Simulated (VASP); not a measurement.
Set up this calculation in VASP 6.6.1, as the native input.

| Property | Result |
| --- | --- |
| Task | single point |
| Functional | PBE |
| Potentials or basis | VASP PAW PBE potentials, release 64 (Ca_sv, Si, N) |
| Cutoff | 520 eV |
| k mesh | 6 × 6 × 6 |
| Occupations | gaussian, width 0.1 eV |
| Spin | no spin polarisation |
| Dipole correction | no |
| Further INCAR settings | ALGO = Normal; EDIFF = 1e-06; NBANDS = 26 |

The structure of CaSi2N3 lies in POSCAR:

```
CaSi2N3
1.0
    5.2049699354     -0.0000000028      0.0000000000
   -2.6024849653      4.5076361914      0.0000000000
    0.0000000000      0.0000000000      2.6041188559
Ca Si N
1 2 3
Direct
    0.0000000000      0.0000000000      0.0000000000
    0.3333333333      0.6666666667      0.0000000000
    0.6666666667      0.3333333333      0.0000000000
    0.5000000000      0.0000000000      0.5000000000
    0.5000000000      0.5000000000      0.5000000000
    0.0000000000      0.5000000000      0.5000000000
```

The cell was generated, and may not be a known phase.

These files were run (other wordings do the same):

INCAR

```
SYSTEM = CaSi2N3
ALGO = Normal
EDIFF = 1E-6
ENCUT = 520
GGA = PE
ISIF = 2
ISMEAR = 0
LASPH = .True.
LCHARG = .False.
LREAL = .False.
LWAVE = .False.
NBANDS = 26
NELM = 100
PREC = Accurate
SIGMA = 0.1
```

KPOINTS

```
k-points
0
Gamma
  6 6 6
  0 0 0
```

Potentials or basis: VASP PAW PBE potentials, release 64 (Ca_sv, Si, N).

Command:

```sh
$ cat potpaw_PBE.64/Ca_sv/POTCAR potpaw_PBE.64/Si/POTCAR potpaw_PBE.64/N/POTCAR > POTCAR
$ mpirun -np 1 vasp_std > vasp.out
```

It gave:

```yaml
Pressure: -0.1 GPa
Band_gap_on_the_k_mesh: zero (an odd number of electrons rules out a gap without spin polarisation)
```

Caveat: the k points lie up to 0.40 Å⁻¹ apart, too coarse for converged energies and pressures of a metal.

It took 52 s on 1 thread of Oxide Virtual Turin-like Processor, with other jobs on the host, peak memory 0.17 GiB.
